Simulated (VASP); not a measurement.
**Ag: single point with PBEsol**

Crystal: Ag.

```
Ag
1.0
     2.04310   -2.04310    0.00000
     2.04310    0.00000   -2.04310
    10.21550    7.15085    7.15085
Ag
6
Cartesian
  3.4050 -0.6812 -0.6812
  7.4912 7.4912 7.4912
  3.4050 1.3619 1.3619
  7.4912 3.4050 3.4050
  3.4050 3.4050 3.4050
  7.4912 5.4481 5.4481
```

This cell differs from its parent crystal: the part above a cut slid along it.

| Quantity | Value |
| --- | --- |
| Program | VASP 6.6.1 |
| Task | single point |
| Functional | PBEsol |
| Potentials or basis | VASP PAW PBE potentials, release 64 (Ag) |
| Cutoff | 520 eV |
| k mesh | 18 × 18 × 4 |
| Occupations | gaussian, width 0.15 eV |
| Spin | no spin polarisation |
| Dipole correction | no |
| Further INCAR settings | ALGO = Fast; EDIFF = 1e-07; NBANDS = 42 |

```
Pressure               : -1.4 GPa
Largest force          : 1.265 eV/Å
Band gap on the k mesh : zero (bands 33 and 34 overlap by 6.31 eV)
```

Forces on the atoms (eV/Å):
```
Ag   1.123  0.411  0.411
Ag  -1.123 -0.411 -0.411
Ag   0.022  0.017  0.017
Ag  -0.001 -0.001 -0.001
Ag   0.001  0.001  0.001
Ag  -0.022 -0.017 -0.017
```

Stress tensor (GPa, compression positive):
```
 0.83  1.84  1.84
 1.84 -2.56  0.65
 1.84  0.65 -2.56
```

Levels at points of the mesh, in eV from the Fermi level:
```
           k point  band 30  band 31  band 32  band 33  band 34  band 35  band 36  band 37
(0.00, 0.00, 0.00)    -3.35    -3.17    -3.16    -3.01    -2.99    -2.93    -0.42     3.66
(0.50, 0.00, 0.00)    -2.65    -0.37     0.46     0.55     1.24     1.39     1.94     3.96
(0.50, 0.50, 0.00)    -2.69    -0.03    -0.02     1.00     1.03     1.46     1.50     3.84
(0.00, 0.00, 0.50)    -3.29    -3.27    -3.10    -2.99    -2.89    -1.58    -1.56     5.12
(0.50, 0.00, 0.50)    -2.65    -0.10    -0.06     0.92     1.06     1.46     1.93     3.80
(0.50, 0.50, 0.50)    -2.60    -0.43     0.59     0.61     1.26     1.29     1.58     3.59
```

Run time: 39 min on 1 thread of Oxide Virtual Turin-like Processor, on a shared host, peak memory 0.99 GiB.

Caveat: the cell differs from its parent crystal (the part above a cut slid along it); the PAW data sets were made with another functional, which shifts forces and pressure a little.
